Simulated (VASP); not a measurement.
# Li2SiN3 (Cc) in VASP: notebook, part 2 of 2

VASP 6.6.1.

### Step 3. Single point, PBE

This run uses another cell than the first one, of 10.50 Å³/atom.

File INCAR:

```
SYSTEM = Li2SiN3
ALGO = Normal
EDIFF = 1E-6
ENCUT = 520
GGA = PE
ISIF = 2
ISMEAR = 0
LASPH = .TRUE.
LCHARG = .TRUE.
LELF = .TRUE.
LREAL = .FALSE.
LVHAR = .TRUE.
LWAVE = .FALSE.
NBANDS = 37
NELM = 100
PREC = Accurate
SIGMA = 0.1
```

File KPOINTS:

```
k-points
0
G
  8 8 6
  0 0 0
```

File POSCAR:

```
Li2SiN3
1.0
    2.9083355506     -4.3602278711      0.0054395198
    2.9083355506      4.3602278711      0.0054395198
   -2.4070427684      0.0000000000      4.9637927826
Li Si N
4 2 6
Direct
    0.8156107799      0.2010803080      0.5141317547
    0.2010803080      0.8156107799      0.0141317547
    0.4848198968      0.4465039611      0.9319470724
    0.4465039611      0.4848198968      0.4319470724
    0.8932011201      0.0874014485      0.9917993063
    0.0874014485      0.8932011201      0.4917993063
    0.4426594647      0.8966358300      0.5946314743
    0.8966358300      0.4426594647      0.0946314743
    0.0795457294      0.0829570927      0.7823170995
    0.0829570927      0.0795457294      0.2823170995
    0.5107319267      0.8088524420      0.8101732929
    0.8088524420      0.5107319267      0.3101732929
```

Potentials or basis: VASP PAW PBE potentials, release 64 (Li_sv, Si, N).

Run with:

```sh
$ cat potpaw_PBE.64/Li_sv/POTCAR potpaw_PBE.64/Si/POTCAR potpaw_PBE.64/N/POTCAR > POTCAR
$ mpirun -np 1 vasp_std > vasp.out
```

OUTCAR:

```text
SYSTEM = Li2SiN3
   EDIFF = 1E-6
   ENCUT = 520
   GGA = PE
   ISIF = 2
   ISMEAR = 0
   LASPH = .TRUE.
   LREAL = .FALSE.
   NELM = 100
   PREC = Accurate

 ion  position               nearest neighbor table
   1  0.816  0.201  0.514-   9 2.14   6 2.53   5 2.81
   2  0.201  0.816  0.014-  10 2.14   5 2.53   6 2.81
   3  0.485  0.447  0.932-   9 2.03  11 2.13   8 2.14   6 2.86
   4  0.447  0.485  0.432-  10 2.03  12 2.13   7 2.14   5 2.86
   5  0.893  0.087  0.992-   9 1.68  10 1.69  11 1.80   8 1.80   7 2.45   2 2.53   1 2.81   4 2.86

   6  0.087  0.893  0.492-  10 1.68   9 1.69  12 1.80   7 1.80   8 2.45   1 2.53   2 2.81   3 2.86

   7  0.443  0.897  0.595-  11 1.39   6 1.80   4 2.14   5 2.45
   8  0.897  0.443  0.095-  12 1.39   5 1.80   3 2.14   6 2.45
   9  0.080  0.083  0.782-   5 1.68   6 1.69   3 2.03   1 2.14
  10  0.083  0.080  0.282-   6 1.68   5 1.69   4 2.03   2 2.14
  11  0.511  0.809  0.810-   7 1.39   5 1.80   3 2.13
  12  0.809  0.511  0.310-   8 1.39   6 1.80   4 2.13

  LATTYP: Found a base centered monoclinic cell.
 ALAT       =     5.8166812748
 B/A-ratio  =     1.4992149871
 C/A-ratio  =     0.9484136243
 COS(beta)  =    -0.4346420075

  Lattice vectors:

 A1 = (   2.9083355506,  -4.3602278711,   0.0054395198)
 A2 = (   2.9083355506,   4.3602278711,   0.0054395198)
 A3 = (  -2.4070427684,   0.0000000000,   4.9637927826)

Analysis of symmetry for initial positions (statically):
=====================================================================
 Subroutine PRICEL returns:
 Original cell was already a primitive cell.

 Routine SETGRP: Setting up the symmetry group for a
 base centered monoclinic supercell.

 Subroutine GETGRP returns: Found  2 space group operations
 (whereof  1 operations were pure point group operations)
 out of a pool of  4 trial point group operations.

The static configuration has the point symmetry C_1 .
 The point group associated with its full space group is C_1h.

Analysis of symmetry for dynamics (positions and initial velocities):
=====================================================================
 Subroutine PRICEL returns:
 Original cell was already a primitive cell.

 Routine SETGRP: Setting up the symmetry group for a
 base centered monoclinic supercell.

 Subroutine GETGRP returns: Found  2 space group operations
 (whereof  1 operations were pure point group operations)
 out of a pool of  4 trial point group operations.

The dynamic configuration has the point symmetry C_1 .
 The point group associated with its full space group is C_1h.

 Subroutine INISYM returns: Found  2 space group operations
 (whereof  1 operations are pure point group operations),
 and found     1 'primitive' translations

----------------------------------------------------------------------------------------

                                     Primitive cell

  volume of cell :     126.0059

  direct lattice vectors                    reciprocal lattice vectors
     2.908335551 -4.360227871  0.005439520     0.171763857 -0.114672906  0.083291743
     2.908335551  4.360227871  0.005439520     0.171763857  0.114672906  0.083291743
    -2.407042768  0.000000000  4.963792783    -0.000376451  0.000000000  0.201276304

[... 86 lines left out ...]
   number of dos      NEDOS =    301   number of ions     NIONS =     12
   total plane-waves  NPLWV =  67200
   dimension x,y,z NGX =    40 NGY =   40 NGZ =   42
   dimension x,y,z NGXF=    80 NGYF=   80 NGZF=   84
   ions per type =               4   2   6
   NGX,Y,Z   is equivalent  to a cutoff of  12.69, 12.69, 12.66 a.u.
   NGXF,Y,Z  is equivalent  to a cutoff of  25.38, 25.38, 25.31 a.u.
 SYSTEM =  Li2SiN3
   PREC   = accura    normal or accurate (medium, high low for compatibility)
   ISTART =      0    job   : 0-new  1-cont  2-samecut
   ICHARG =      2    charge: 1-file 2-atom 10-const
   ISPIN  =      1    spin polarized calculation?
   LNONCOLLINEAR =      F non collinear calculations
   LSORBIT =      F    spin-orbit coupling
   LASPH  =      T    aspherical Exc in radial PAW
   ENCUT  =  520.0 eV  38.22 Ry    6.18 a.u.   9.75  9.75 10.26*2*pi/ulx,y,z
   NELM   =    100;   NELMIN=  2; NELMDL= -5     # of ELM steps
   EDIFF  = 0.1E-05   stopping-criterion for ELM
   LREAL  =      F    real-space projection
   EDIFFG = 0.1E-04   stopping-criterion for IOM
   NSW    =      0    number of steps for IOM
   IBRION =     -1    ionic relax: 0-MD 1-quasi-New 2-CG
   NFREE  =      0    steps in history (QN), initial steepest desc. (CG)
   ISIF   =      2    stress and relaxation
   ISYM   =      2    0-nonsym 1-usesym 2-fastsym
   POTIM  = 0.5000    time-step for ionic-motion
   TEBEG  =    0.0;   TEEND  =   0.0 temperature during run
   PSTRESS=    0.0 pullay stress
   NELECT =      50.0000    total number of electrons
   NUPDOWN=      -1.0000    fix difference up-down
   EMIN   =  10.00;   EMAX   =-10.00  energy-range for DOS
   EFERMI =   0.00;   METHOD = LEGACY
   ISMEAR =     0;   SIGMA  =   0.10  broadening in eV -4-tet -1-fermi 0-gaus
   EFERMI_NEDOS =   21; number of points for ismear=-14 and -15
   IALGO  =     38    algorithm
   IMIX   =      4    mixing-type and parameters
     AMIX     =   0.40;   BMIX     =  1.00
     AMIX_MAG =   1.60;   BMIX_MAG =  1.00
  volume/ion in A,a.u.               =      10.50        70.86
  Fermi-wavevector in a.u.,A,eV,Ry     =   1.203006  2.273352 19.690672  1.447224
  Thomas-Fermi vector in A             =   2.338772
   LORBIT       =      0    0 simple, 1 ext, 2 COOP (PROOUT), +10 PAW based schemes
   GGA     = PE    functional components
   LHFCALC =     F    Hartree Fock is set to
   AEXX    =    0.0000 exact exchange contribution
   IVDW    =     0    specifies the selected vdW correction
   LEPSILON=     F    determine dielectric tensor
   LRPA    =     F    only Hartree local field effects (RPA)
 non-spin polarized calculation
 Gauss-broadening in eV      SIGMA  =   0.10
  energy-cutoff  :      520.00
  volume of cell :      126.01
 maximum number of plane-waves:      3416
   NGX = 19   NGY = 19   NGZ = 21

 number of electron      50.0000000 magnetization

 Free energy of the ion-electron system (eV)
  ---------------------------------------------------
  ext. energy  EPLUGINS =         0.00000000
  ---------------------------------------------------
  free energy    TOTEN  =       -73.80262663 eV

  energy without entropy =      -73.77906908  energy(sigma->0) =      -73.79084785

 E-fermi :   4.2407     XC(G=0):  -9.6924

 val. band max:        4.2363049598   @ k =  -0.3750   0.5000   0.1667
 cond. band min:       4.2428161073   @ k =   0.3750   0.3750   0.3333
 fundamental gap:      0.0065111475
 Fermi energy:         4.2407329485

 k-point     1 :       0.0000    0.0000    0.0000
  band No.  band energies     occupation
      1     -41.0256      2.00000
      2     -41.0069      2.00000
      3     -40.9237      2.00000
      4     -40.9199      2.00000
      5     -15.2291      2.00000
      6     -14.5614      2.00000
[... 949 lines left out ...]
     36      12.7199      0.00000
     37      13.0858      0.00000

 [... further k-points ...]

------------------------ aborting loop because EDIFF is reached ----------------------------------------

  FORCE on cell =-STRESS in cart. coord.  units (eV):
  Direction    XX          YY          ZZ          XY          YZ          ZX
  --------------------------------------------------------------------------------------
  -------------------------------------------------------------------------------------
  Total       -0.1588128     -0.1295924      0.0148865      0.0000000      0.0000000     -0.0826165
  in kB       -2.0193200     -1.6477792      0.1892831      0.0000000      0.0000000     -1.0504771
  external PRESSURE =      -1.1592720 kB  Pullay stress =       0.0000000 kB

 VOLUME and BASIS-vectors are now :
 -----------------------------------------------------------------------------
  energy-cutoff  :      520.00
  volume of cell :      126.01
      direct lattice vectors                 reciprocal lattice vectors
     2.908335551 -4.360227871  0.005439520     0.171763857 -0.114672906  0.083291743
     2.908335551  4.360227871  0.005439520     0.171763857  0.114672906  0.083291743
    -2.407042768  0.000000000  4.963792783    -0.000376451  0.000000000  0.201276304

 POSITION                                       TOTAL-FORCE (eV/Angst)
 -----------------------------------------------------------------------------------
      1.71934     -2.67949      2.55757        -0.001206      0.002068      0.001061
      2.92286      2.67949      0.07568        -0.001206     -0.002068      0.001061
      0.46537     -0.16707      4.63106         0.006343      0.001883      0.003441
      1.66889      0.16707      2.14916         0.006343     -0.001883      0.003441
      0.46462     -3.51347      4.92842         0.016067     -0.003719      0.010743
      1.66814      3.51347      2.44652         0.016067      0.003719      0.010743
      2.46382      1.97944      2.95891         0.016651      0.066532     -0.077647
      3.66734     -1.97944      0.47702         0.016651     -0.066532     -0.077647
     -1.41046      0.01487      3.88414        -0.020455      0.008117     -0.012896
     -0.20694     -0.01487      1.40225        -0.020455     -0.008117     -0.012896
      1.88767      1.29987      4.02871        -0.017400     -0.050701      0.075298
      3.09119     -1.29987      1.54681        -0.017400      0.050701      0.075298
 -----------------------------------------------------------------------------------
    total drift:                               -0.000723     -0.000000     -0.000155

  FREE ENERGIE OF THE ION-ELECTRON SYSTEM (eV)
  ---------------------------------------------------
  free  energy   TOTEN  =       -73.8026266270 eV

  energy  without entropy=      -73.7790690803  energy(sigma->0) =      -73.79084785
```

Wall time 6.2 min (1 thread of Intel Xeon 6975P-C (Granite Rapids), shared host); peak memory 0.5 GiB.

What came out:

```
Free energy            : -73.8026 eV
Largest force          : 0.104 eV/Å
Band gap on the k mesh : zero (bands 25 and 26 overlap by 0.47 eV)
```

Forces on the atoms (eV/Å):
```
Li  -0.001  0.002  0.001
Li  -0.001 -0.002  0.001
Li   0.006  0.002  0.003
Li   0.006 -0.002  0.003
Si   0.016 -0.004  0.011
Si   0.016  0.004  0.011
N    0.017  0.067 -0.078
N    0.017 -0.067 -0.078
N   -0.020  0.008 -0.013
N   -0.020 -0.008 -0.013
N   -0.017 -0.051  0.075
N   -0.017  0.051  0.075
```

Levels at points of the mesh, in eV from the Fermi level:
| k point | band 22 | band 23 | band 24 | band 25 | band 26 | band 27 | band 28 | band 29 |
| --- | --- | --- | --- | --- | --- | --- | --- | --- |
| (0.00, 0.00, 0.00) | -1.16 | -1.15 | -0.72 | -0.38 | 0.17 | 3.98 | 4.65 | 4.99 |
| (0.50, 0.00, 0.00) | -1.55 | -1.16 | -0.81 | -0.17 | 0.15 | 4.51 | 4.64 | 5.28 |
| (0.50, 0.50, 0.00) | -1.44 | -1.21 | -0.30 | -0.16 | 0.03 | 4.15 | 4.28 | 5.56 |
| (0.00, 0.00, 0.50) | -2.02 | -0.84 | -0.84 | -0.17 | -0.17 | 3.57 | 3.57 | 6.02 |
| (0.50, 0.00, 0.50) | -2.06 | -0.90 | -0.67 | -0.26 | 0.09 | 3.62 | 4.19 | 5.61 |
| (0.50, 0.50, 0.50) | -2.45 | -0.91 | -0.91 | 0.29 | 0.29 | 3.99 | 3.99 | 5.79 |

Caveat: the cutoff is under 1.25 times the usual one of these potentials, so pressure, stress and relaxed cells hold a basis-set (Pulay) error.
